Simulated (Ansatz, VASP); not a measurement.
# One calculation of Zr3S2, two programs

Contents of INCAR:

```
SYSTEM = Zr3S2
ALGO = Normal
EDIFF = 1E-7
ENCUT = 520
GGA = PE
ISIF = 2
ISMEAR = -1
LASPH = .TRUE.
LCHARG = .FALSE.
LREAL = .FALSE.
LWAVE = .FALSE.
NBANDS = 32
NELM = 100
PREC = Accurate
SIGMA = 0.1
```

The input KPOINTS:

```
k-points
0
G
  5 5 5
  0 0 0
```

The input POSCAR:

```
Zr3S2
1.0
    2.9025380000      1.6757810000      3.4877730000
   -2.9025380000      1.6757810000      3.4877730000
    0.0000000000     -3.3515620000      3.4877730000
Zr S
3 2
Direct
    0.1413817771      0.8188357771      0.5397824457
    0.5000000000      0.1612730000      0.8387270000
    0.8387270000      0.5000000000      0.1612730000
    0.3349770000      0.3349770000      0.3349770000
    0.6650230000      0.6650230000      0.6650230000
```

Input for Ansatz:

```yaml
crystal:
  lattice:
    - [2.902538, 1.675781, 3.487773]
    - [-2.902538, 1.675781, 3.487773]
    - [0.0, -3.351562, 3.487773]
  atoms:
    - { symbol: Zr, position: [0.14138177714132494, 0.8188357771413249, 0.5397824457173501] }
    - { symbol: Zr, position: [0.5, 0.161273, 0.838727] }
    - { symbol: Zr, position: [0.838727, 0.5, 0.161273] }
    - { symbol: S, position: [0.334977, 0.334977, 0.334977] }
    - { symbol: S, position: [0.665023, 0.665023, 0.665023] }
basis:
  ecutwfc: 450.0
kpoints:
  mp_grid:
    grid: [5, 5, 5]
    shift: [0.0, 0.0, 0.0]
hamiltonian:
  xc: pbe
scf:
  max_iter: 75
  convergence:
    dr2_threshold: 1.0e-09
  occupations:
    method: fermi_dirac
    width: 0.1
output:
  forces: true
```

Alike in both runs: task single point; functional PBE; k mesh 5 × 5 × 5; occupations fermi-dirac, width 0.1 eV; no spin polarisation.

```csv
,VASP,Ansatz
version,VASP 6.6.1,Ansatz 0.2.0
potentials or method,"VASP PAW PBE potentials, release 64 (Zr_sv, S), cutoff 520 eV","plane waves, PAW"
valence electrons in the cell,48,48
```

|  | VASP | Ansatz | Ansatz less VASP |
| --- | --- | --- | --- |
| rms of the force components (eV/Å) | 0.570 | 0.569 | -0.0008 |

Atom by atom the forces differ by 0.002 eV/Å (rms over components).
